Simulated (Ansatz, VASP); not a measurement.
# Two plane-wave programs on Se

INCAR

```
SYSTEM = Se
PREC = Accurate ; ENCUT = 520
EDIFF = 1E-6 ; ISMEAR = 0
SIGMA = 0.01 ; LREAL = .False.
LASPH = .True. ; NELM = 60
ALGO = Normal ; ISIF = 2
LWAVE = .False. ; LCHARG = .False.
GGA = PE ; NBANDS = 27
```

The input KPOINTS:

```
regular mesh
0
Gamma
  6 6 6
  0 0 0
```

POSCAR

```
Se
1.0
    5.6247499266      3.2474508842      1.4885349492
   -5.6247499266      3.2474508842      1.4885349492
    0.0000000000     -6.4949017685      1.4885349490
Se
6
Direct
    0.8392979912      0.7150361892      0.0841378016
    0.7150361892      0.0841378016      0.8392979912
    0.0841378016      0.8392979912      0.7150361892
    0.1607020088      0.2849638108      0.9158621984
    0.2849638108      0.9158621984      0.1607020088
    0.9158621984      0.1607020088      0.2849638108
```

Input for Ansatz:

```yaml
crystal:
  lattice:
    - [5.6247499266, 3.2474508842, 1.4885349492]
    - [-5.6247499266, 3.2474508842, 1.4885349492]
    - [0.0, -6.4949017685, 1.488534949]
  atoms:
    - { symbol: Se, position: [0.8392979912, 0.7150361892, 0.0841378016] }
    - { symbol: Se, position: [0.7150361892, 0.0841378016, 0.8392979912] }
    - { symbol: Se, position: [0.0841378016, 0.8392979912, 0.7150361892] }
    - { symbol: Se, position: [0.1607020088, 0.2849638108, 0.9158621984] }
    - { symbol: Se, position: [0.2849638108, 0.9158621984, 0.1607020088] }
    - { symbol: Se, position: [0.9158621984, 0.1607020088, 0.2849638108] }
kpoints:
  mp_grid: { grid: [6, 6, 6] }
  band_path:
    path:
      - [0.0, 0.0, 0.0]
      - [0.5, 0.0, 0.0]
      - [0.5, -0.5, 0.5]
      - [0.2016838846, -0.7983161154, 0.2016838846]
      - [0.5, -0.5, 0.0]
      - [0.151042, 0.21875, -0.231771]
      - [0.1666666667, 0.1666666667, -0.1666666667]
    npoints: 1
hamiltonian:
  xc: pbe
scf:
  occupations: { method: fixed }
  n_extra_bands: 5
output:
  forces: true
  stress: true
  eigenvalues: true
```

Alike in both runs: task single point; functional PBE; k mesh 6 × 6 × 6; no spin polarisation.

```csv
,VASP,Ansatz
version,VASP 6.6.1,Ansatz 0.2.0
potentials or method,"VASP PAW PBE potentials, release 64 (Se)","plane waves, PAW"
plane-wave cutoff (eV),520,420
occupations,"gaussian, width 0.01 eV",fixed
valence electrons in the cell,36,96
```

|  | VASP | Ansatz | Ansatz less VASP |
| --- | --- | --- | --- |
| gap on the k mesh at the Fermi level (eV) | 1.23 | 1.24 | +0.004 |
| pressure (GPa) | 2.4 | 2.3 | -0.13 |
| traceless stress, the component that is largest in VASP (GPa) | -0.16 | -0.11 | +0.048 |
| rms of the force components (eV/Å) | 0.210 | 0.191 | -0.0191 |

Atom by atom the forces differ by 0.019 eV/Å (rms over components). VASP's potentials hold 36 valence electrons a cell and Ansatz's 96, so a difference there can come from the potentials and not from the codes.
